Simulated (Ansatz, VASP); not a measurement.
## TaN: VASP beside Ansatz

```
CELL_PARAMETERS angstrom
0.00000 1.87350 1.87350
1.87350 0.00000 1.87350
1.87350 1.87350 0.00000
ATOMIC_POSITIONS crystal
Ta 0.00000 0.00000 0.00000
N 0.50000 0.50000 0.50000
```

Change from the starting cell: volume scaled by 0.64, LAPW.

Alike in both runs: task single point; functional LDA; k mesh 15 × 15 × 15; occupations fermi-dirac, width 0.05 eV; no spin polarisation.

```csv
,VASP,Ansatz
version,VASP 6.6.1,Ansatz 0.2.0
potentials or method,"VASP PAW LDA potentials, release 64 (Ta_pv, N), cutoff 520 eV","all-electron LAPW, scalar-relativistic"
```

|  | VASP | Ansatz | Ansatz less VASP |
| --- | --- | --- | --- |
| pressure (GPa) | 452.7 | 431.1 | -21.56 |

LDA's correlation is that of Perdew and Zunger in VASP and of Perdew and Wang (1992) in Ansatz. Both programs put the cell under a high pressure, so it lies far from rest at this level. Ansatz ran all-electron here, and VASP with PAW potentials.

Neither program's run includes spin-orbit coupling. Noted on VASP's run: the cell as given lies far from equilibrium.
